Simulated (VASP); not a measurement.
# Cr (Im-3m) in VASP: further runs

Cr is run at these levels: r2SCAN; tasks: single point.

Everything below comes from runs of VASP 6.6.1. Logs are shortened: lines on timing, memory, paths and dates and some standing lists are left out, and cuts for length are marked.

### 1 The cell of the first run

It takes space group Im-3m (No. 229, cubic). The conventional cell has a = 2.830 Å, b = 2.830 Å, c = 2.830 Å, α = 90.00°, β = 90.00°, γ = 90.00°. Within 3.2 Å of Cr (site symmetry m-3m) lie 14 Cr at 2.45 to 2.83 Å.

### 2 Single point, r2SCAN, collinear spin, ferromagnetic start

File POSCAR:

```
Cr
1.0
   -1.4148813491      1.4148813491      1.4148813491
    1.4148813491     -1.4148813491      1.4148813491
    1.4148813491      1.4148813491     -1.4148813491
Cr
1
Direct
    0.0000000000      0.0000000000      0.0000000000
```

File INCAR.step1:

```
  ALGO = Normal
  EDIFF = 1E-4
  ENCUT = 520
  GGA = PE
  ISMEAR = -1
  ISPIN = 2
  LASPH = True
  LCHARG = False
  LMAXMIX = 4
  LREAL = False
  LWAVE = True
  MAGMOM = 1.5
  NBANDS = 16
  NELM = 150
  PREC = Accurate
  SIGMA = 0.1
```

File INCAR.step2:

```
  ALGO = Normal
  EDIFF = 1E-6
  ENCUT = 520
  ISIF = 2
  ISMEAR = -1
  ISPIN = 2
  ISTART = 1
  LASPH = True
  LCHARG = False
  LMAXMIX = 4
  LMIXTAU = True
  LORBIT = 11
  LREAL = False
  LWAVE = False
  MAGMOM = 1.5
  METAGGA = R2SCAN
  NBANDS = 16
  NELM = 150
  PREC = Accurate
  SIGMA = 0.1
```

File KPOINTS:

```
k-points
0
Gamma
  8 8 8
```

Potentials or basis: VASP PAW PBE potentials, release 64 (Cr_pv).

The run is started by

```sh
$ cat potpaw_PBE.64/Cr_pv/POTCAR > POTCAR
$ cp INCAR.step1 INCAR
$ mpirun -np 1 vasp_std > vasp.out
$ cp INCAR.step2 INCAR
$ mpirun -np 1 vasp_std > vasp.out
```

OUTCAR:

```text
EDIFF = 1E-6
   ENCUT = 520
   ISIF = 2
   ISMEAR = -1
   ISPIN = 2
   ISTART = 1
   LASPH = True
   LORBIT = 11
   LREAL = False
   METAGGA = R2SCAN
   NELM = 150
   PREC = Accurate

 ion  position               nearest neighbor table
   1  0.000  0.000  0.000-

  LATTYP: Found a body centered cubic cell.
 ALAT       =     2.8297626982

  Lattice vectors:

 A1 = (  -1.4148813491,   1.4148813491,   1.4148813491)
 A2 = (   1.4148813491,  -1.4148813491,   1.4148813491)
 A3 = (   1.4148813491,   1.4148813491,  -1.4148813491)

Analysis of symmetry for initial positions (statically):
=====================================================================
 Subroutine PRICEL returns:
 Original cell was already a primitive cell.

 Routine SETGRP: Setting up the symmetry group for a
 body centered cubic supercell.

 Subroutine GETGRP returns: Found 48 space group operations
 (whereof 48 operations were pure point group operations)
 out of a pool of 48 trial point group operations.

The static configuration has the point symmetry O_h .

Analysis of symmetry for dynamics (positions and initial velocities):
=====================================================================
 Subroutine PRICEL returns:
 Original cell was already a primitive cell.

 Routine SETGRP: Setting up the symmetry group for a
 body centered cubic supercell.

 Subroutine GETGRP returns: Found 48 space group operations
 (whereof 48 operations were pure point group operations)
 out of a pool of 48 trial point group operations.

The dynamic configuration has the point symmetry O_h .

Analysis of structural, dynamic, and magnetic symmetry:
=====================================================================
 Subroutine PRICEL returns:
 Original cell was already a primitive cell.

 Routine SETGRP: Setting up the symmetry group for a
 body centered cubic supercell.

 Subroutine GETGRP returns: Found 48 space group operations
 (whereof 48 operations were pure point group operations)
 out of a pool of 48 trial point group operations.

The overall configuration has the point symmetry O_h .

 Subroutine INISYM returns: Found 48 space group operations
 (whereof 48 operations are pure point group operations),
 and found     1 'primitive' translations

----------------------------------------------------------------------------------------

                                     Primitive cell

  volume of cell :      11.3297

  direct lattice vectors                    reciprocal lattice vectors
    -1.414881349  1.414881349  1.414881349     0.000000000  0.353386523  0.353386523
     1.414881349 -1.414881349  1.414881349     0.353386523  0.000000000  0.353386523
     1.414881349  1.414881349 -1.414881349     0.353386523  0.353386523  0.000000000

  length of vectors
     2.450646383  2.450646383  2.450646383     0.499764013  0.499764013  0.499764013

  position of ions in fractional coordinates (direct lattice)
     0.000000000  0.000000000  0.000000000

  ion indices of the primitive-cell ions
   primitive index   ion index
                 1           1

----------------------------------------------------------------------------------------

 KPOINTS: k-points

Automatic generation of k-mesh.
 Grid dimensions read from file:
 generate k-points for:    8    8    8

 Generating k-lattice:

  Cartesian coordinates                     Fractional coordinates (reciprocal lattice)
     0.000000000  0.044173315  0.044173315     0.125000000  0.000000000  0.000000000
     0.044173315  0.000000000  0.044173315     0.000000000  0.125000000  0.000000000
     0.044173315  0.044173315  0.000000000     0.000000000  0.000000000  0.125000000

  Length of vectors
     0.062470502  0.062470502  0.062470502

  Shift w.r.t. Gamma in fractional coordinates (k-lattice)
     0.000000000  0.000000000  0.000000000

 Subroutine IBZKPT returns following result:
 ===========================================

 Found     29 irreducible k-points:

 Following reciprocal coordinates:
            Coordinates               Weight
  0.000000  0.000000  0.000000      1.000000
  0.125000  0.000000  0.000000     12.000000
  0.250000  0.000000  0.000000     12.000000
  0.375000  0.000000  0.000000     12.000000
  0.500000  0.000000  0.000000      6.000000
  0.125000  0.125000  0.000000     24.000000
[... 16 lines left out ...]
 -0.250000  0.250000  0.250000      6.000000
 -0.375000  0.375000  0.250000     24.000000
 [... further k-points ...]
   k-points           NKPTS =     29   k-points in BZ     NKDIM =     29   number of bands    NBANDS=     16
   number of dos      NEDOS =    301   number of ions     NIONS =      1
   total plane-waves  NPLWV =   5832
   dimension x,y,z NGX =    18 NGY =   18 NGZ =   18
   dimension x,y,z NGXF=    36 NGYF=   36 NGZF=   36
   ions per type =               1
   NGX,Y,Z   is equivalent  to a cutoff of  12.21, 12.21, 12.21 a.u.
   NGXF,Y,Z  is equivalent  to a cutoff of  24.42, 24.42, 24.42 a.u.
 SYSTEM =  unknown system
   PREC   = accura    normal or accurate (medium, high low for compatibility)
   ISTART =      1    job   : 0-new  1-cont  2-samecut
   ICHARG =      0    charge: 1-file 2-atom 10-const
   ISPIN  =      2    spin polarized calculation?
   LNONCOLLINEAR =      F non collinear calculations
   LSORBIT =      F    spin-orbit coupling
   LASPH  =      T    aspherical Exc in radial PAW
   ENCUT  =  520.0 eV  38.22 Ry    6.18 a.u.   4.56  4.56  4.56*2*pi/ulx,y,z
   NELM   =    150;   NELMIN=  2; NELMDL=  0     # of ELM steps
   EDIFF  = 0.1E-05   stopping-criterion for ELM
   LREAL  =      F    real-space projection
   EDIFFG = 0.1E-04   stopping-criterion for IOM
   NSW    =      0    number of steps for IOM
   IBRION =     -1    ionic relax: 0-MD 1-quasi-New 2-CG
   NFREE  =      0    steps in history (QN), initial steepest desc. (CG)
   ISIF   =      2    stress and relaxation
   ISYM   =      2    0-nonsym 1-usesym 2-fastsym
   POTIM  = 0.5000    time-step for ionic-motion
   TEBEG  =    0.0;   TEEND  =   0.0 temperature during run
   PSTRESS=    0.0 pullay stress
   NELECT =      12.0000    total number of electrons
   NUPDOWN=      -1.0000    fix difference up-down
   EMIN   =  10.00;   EMAX   =-10.00  energy-range for DOS
   EFERMI =   0.00;   METHOD = LEGACY
   ISMEAR =    -1;   SIGMA  =   0.10  broadening in eV -4-tet -1-fermi 0-gaus
   EFERMI_NEDOS =   21; number of points for ismear=-14 and -15
   IALGO  =     38    algorithm
   IMIX   =      4    mixing-type and parameters
     AMIX     =   0.40;   BMIX     =  1.00
     AMIX_MAG =   1.60;   BMIX_MAG =  1.00
  volume/ion in A,a.u.               =      11.33        76.46
  Fermi-wavevector in a.u.,A,eV,Ry     =   1.668765  3.153509 37.889194  2.784777
  Thomas-Fermi vector in A             =   2.754555
   LORBIT       =     11    0 simple, 1 ext, 2 COOP (PROOUT), +10 PAW based schemes
   METAGGA = R2SCAN    functional components
   LHFCALC =     F    Hartree Fock is set to
   AEXX    =    0.0000 exact exchange contribution
   IVDW    =     0    specifies the selected vdW correction
   LEPSILON=     F    determine dielectric tensor
   LRPA    =     F    only Hartree local field effects (RPA)
 spin polarized calculation
  energy-cutoff  :      520.00
  volume of cell :       11.33
 maximum number of plane-waves:       321
   NGX =  9   NGY =  9   NGZ =  9

 number of electron      12.0000006 magnetization       0.0000002

 number of electron      12.0000006 magnetization      -0.0000003

 Free energy of the ion-electron system (eV)
  ---------------------------------------------------
  ext. energy  EPLUGINS =         0.00000000
  ---------------------------------------------------
  free energy    TOTEN  =       -14.81556937 eV

  energy without entropy =      -14.80282340  energy(sigma->0) =      -14.80919639

 E-fermi :  11.0484     XC(G=0): -15.1178

 val. band max:       10.7657546037   @ k =  -0.3750   0.5000   0.2500
 cond. band min:      11.2854643873   @ k =  -0.2500   0.2500   0.1250
 fundamental gap:      0.5197097836
 Fermi energy:        11.0483567069

 spin component 1

 k-point     1 :       0.0000    0.0000    0.0000
  band No.  band energies     occupation
      1     -33.1386      1.00000
      2     -33.1385      1.00000
      3     -33.1385      1.00000
      4       2.7014      1.00000
      5      10.1866      0.99982
      6      10.1867      0.99982
[... 8 lines left out ...]
     15      42.5743      0.00000
     16      47.3687      0.00000

 k-point     2 :       0.1250    0.0000    0.0000
  band No.  band energies     occupation
      1     -33.2940      1.00000
      2     -33.1857      1.00000
      3     -33.1396      1.00000
      4       3.4116      1.00000
      5       9.9143      0.99999
      6      10.1133      0.99991
[... 8 lines left out ...]
     15      43.2551      0.00000
     16      43.3456      0.00000
[... 387 lines left out ...]
      5       9.3903      1.00000
      6      10.7022      0.96958
[... 8 lines left out ...]
     15      46.3964      0.00000
     16      46.3964      0.00000

 k-point    24 :      -0.3750    0.3750    0.2500
  band No.  band energies     occupation
      1     -33.8886      1.00000
      2     -33.5956      1.00000
      3     -33.5053      1.00000
      4       7.5792      1.00000
      5       8.3720      1.00000
      6      10.7155      0.96540
[... 8 lines left out ...]
     15      45.1571      0.00000
     16      45.3582      0.00000

 [... further k-points ...]

 spin component 2

 k-point     1 :       0.0000    0.0000    0.0000
  band No.  band energies     occupation
      1     -33.1386      1.00000
      2     -33.1385      1.00000
      3     -33.1385      1.00000
      4       2.7014      1.00000
      5      10.1866      0.99982
      6      10.1867      0.99982
[... 8 lines left out ...]
     15      42.5743      0.00000
     16      47.3688      0.00000

 k-point     2 :       0.1250    0.0000    0.0000
  band No.  band energies     occupation
      1     -33.2940      1.00000
      2     -33.1857      1.00000
      3     -33.1396      1.00000
      4       3.4116      1.00000
      5       9.9143      0.99999
      6      10.1133      0.99991
[... 8 lines left out ...]
     15      43.2551      0.00000
     16      43.3456      0.00000
[... 387 lines left out ...]
      5       9.3903      1.00000
      6      10.7022      0.96958
[... 8 lines left out ...]
     15      46.3964      0.00000
     16      46.3964      0.00000

 k-point    24 :      -0.3750    0.3750    0.2500
  band No.  band energies     occupation
      1     -33.8886      1.00000
      2     -33.5956      1.00000
      3     -33.5053      1.00000
      4       7.5792      1.00000
      5       8.3720      1.00000
      6      10.7155      0.96540
[... 8 lines left out ...]
     15      45.1571      0.00000
     16      45.3582      0.00000

 [... further k-points ...]
[... 5 lines left out ...]
  --------------------------------------------------------------------------------------
  -------------------------------------------------------------------------------------
  Total        0.0817119      0.0817119      0.0817119     -0.0000000      0.0000000     -0.0000000
  in kB       11.5551537     11.5551537     11.5551537     -0.0000000      0.0000000     -0.0000000
  external PRESSURE =      11.5551537 kB  Pullay stress =       0.0000000 kB

 VOLUME and BASIS-vectors are now :
 -----------------------------------------------------------------------------
  energy-cutoff  :      520.00
  volume of cell :       11.33
      direct lattice vectors                 reciprocal lattice vectors
    -1.414881349  1.414881349  1.414881349     0.000000000  0.353386523  0.353386523
     1.414881349 -1.414881349  1.414881349     0.353386523  0.000000000  0.353386523
     1.414881349  1.414881349 -1.414881349     0.353386523  0.353386523  0.000000000

 POSITION                                       TOTAL-FORCE (eV/Angst)
 -----------------------------------------------------------------------------------
      0.00000      0.00000      0.00000        -0.000000     -0.000000     -0.000000
 -----------------------------------------------------------------------------------
    total drift:                                0.000000     -0.000000     -0.000000

  FREE ENERGIE OF THE ION-ELECTRON SYSTEM (eV)
  ---------------------------------------------------
  free  energy   TOTEN  =       -14.8155693662 eV

  energy  without entropy=      -14.8028234047  energy(sigma->0) =      -14.80919639

 total charge

# of ion       s       p       d       tot
------------------------------------------
    1        0.698   6.444   4.181  11.323

 magnetization (x)

# of ion       s       p       d       tot
------------------------------------------
    1        0.000  -0.000  -0.000   0.000
```

Wall time 19 s (1 thread of Intel Xeon 6975P-C (Granite Rapids), shared host); peak memory 0.12 GiB.

What came out:

* Free energy: -14.8156 eV
* Pressure: 1.2 GPa
* Band gap on the k mesh: zero (filled and empty bands overlap)
* Net moment: 0.00 μB per cell
* Valence electrons inside the program's atomic spheres: Cr 11.32

Levels at points of the mesh, in eV from the Fermi level:
Spin up:
```
           k point  band 3  band 4  band 5  band 6  band 7  band 8  band 9  band 10
(0.00, 0.00, 0.00)  -44.19   -8.35   -0.86   -0.86   -0.86    1.57    1.57     3.33
(0.50, 0.00, 0.00)  -44.19   -4.62   -2.53    1.14    1.49    1.93    3.10     3.26
(0.50, 0.50, 0.50)  -44.88   -4.39   -4.39    2.69    2.69    2.69    3.26    11.30
```
Spin down:
```
           k point  band 3  band 4  band 5  band 6  band 7  band 8  band 9  band 10
(0.00, 0.00, 0.00)  -44.19   -8.35   -0.86   -0.86   -0.86    1.57    1.57     3.33
(0.50, 0.00, 0.00)  -44.19   -4.62   -2.53    1.14    1.49    1.93    3.10     3.26
(0.50, 0.50, 0.50)  -44.88   -4.39   -4.39    2.69    2.69    2.69    3.26    11.30
```

Caveat: the k points lie up to 0.39 Å⁻¹ apart; the starting moments collapsed, and a magnetic state may lie lower; the PAW data sets were made with another functional, which shifts forces and pressure a little.

### 3 Single point, r2SCAN

File POSCAR:

```
Cr
1.0
   -1.4149597590      1.4149597590      1.4149597590
    1.4149597590     -1.4149597590      1.4149597590
    1.4149597590      1.4149597590     -1.4149597590
Cr
1
Direct
    0.0000000000      0.0000000000      0.0000000000
```

File INCAR.step1:

```
SYSTEM = Cr
ALGO = Normal
EDIFF = 1E-4
ENCUT = 520
GGA = PE
ISMEAR = 0
LASPH = .True.
LCHARG = .False.
LREAL = .False.
LWAVE = .True.
NBANDS = 12
NELM = 80
PREC = Accurate
SIGMA = 0.01
```

File INCAR.step2:

```
SYSTEM = Cr
ALGO = Normal
EDIFF = 1E-6
ENCUT = 520
ISIF = 2
ISMEAR = 0
ISTART = 1
LASPH = .True.
LCHARG = .False.
LMIXTAU = .True.
LREAL = .False.
LWAVE = .False.
METAGGA = R2SCAN
NBANDS = 12
NELM = 80
PREC = Accurate
SIGMA = 0.01
```

File KPOINTS:

```
k-points
0
Gamma
  15 15 15
  0 0 0
```

Potentials or basis: VASP PAW PBE potentials, release 64 (Cr_pv).

The run is started by

```sh
$ cat potpaw_PBE.64/Cr_pv/POTCAR > POTCAR
$ cp INCAR.step1 INCAR
$ mpirun -np 1 vasp_std > vasp.out
$ cp INCAR.step2 INCAR
$ mpirun -np 1 vasp_std > vasp.out
```

It took 39 s on 1 thread of Intel Xeon 6975P-C, shared host; peak memory 0.13 GiB.

It converged, with:

```
Free energy            : -14.7991 eV
Pressure               : 0.5 GPa
Band gap on the k mesh : zero (band 6 reaches 13.62 eV, above the bottom of band 7 at 10.20 eV)
```

Levels at points of the mesh, in eV from the Fermi level:
```csv
k point,band 4,band 5,band 6,band 7,band 8,band 9
"(0.00, 0.00, 0.00)",-8.47,-0.97,-0.97,-0.97,1.46,1.46
```

Caveat: the PAW data sets were made with another functional, which shifts forces and pressure a little; the run has no spin polarisation, though such a crystal can be magnetic.
